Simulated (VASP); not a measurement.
Write the native input for VASP 6.6.1 that does the following.

```yaml
Task: single point
Functional: LDA
Potentials_or_basis: VASP PAW LDA potentials, release 64 (Al, N)
Cutoff: 600 eV
k_mesh: 10 × 10 × 10
Occupations: gaussian, width 0.02 eV
Spin: no spin polarisation
Dipole_correction: no
Further_INCAR_settings: ALGO = Normal; EDIFF = 1e-06; NBANDS = 11
```

The structure of AlN lies in POSCAR:

```
AlN
1.0
    0.0000000000      2.1711517200      2.1711517200
    2.1711517200      0.0000000000      2.1711517200
    2.1711517200      2.1711517200      0.0000000000
Al N
1 1
Direct
    0.0000000000      0.0000000000      0.0000000000
    0.7500000000      0.7500000000      0.7500000000
```

These files were run (other wordings do the same):

INCAR

```
  ALGO = Normal
  EDIFF = 1E-6
  ENCUT = 600
  GGA_COMPAT = F
  ISIF = 2
  ISMEAR = 0
  LASPH = T
  LCHARG = F
  LREAL = F
  LWAVE = F
  NBANDS = 11
  NELM = 120
  PREC = Accurate
  SIGMA = 0.02
```

KPOINTS

```
k-points
0
Gamma
  10 10 10
```

Potentials or basis: VASP PAW LDA potentials, release 64 (Al, N).

Command:

```sh
$ cat potpaw_LDA.64/Al/POTCAR potpaw_LDA.64/N/POTCAR > POTCAR
$ mpirun -np 1 vasp_std > vasp.out
```

Results of the run:

```yaml
Pressure: 0.5 GPa
Band_gap_on_the_k_mesh: 3.23 eV (least direct gap 4.39 eV)
```

Wall time 5.7 s on 1 thread of Intel(R) Xeon(R) 6975P-C (Granite Rapids), on a shared host, peak memory 0.14 GiB.
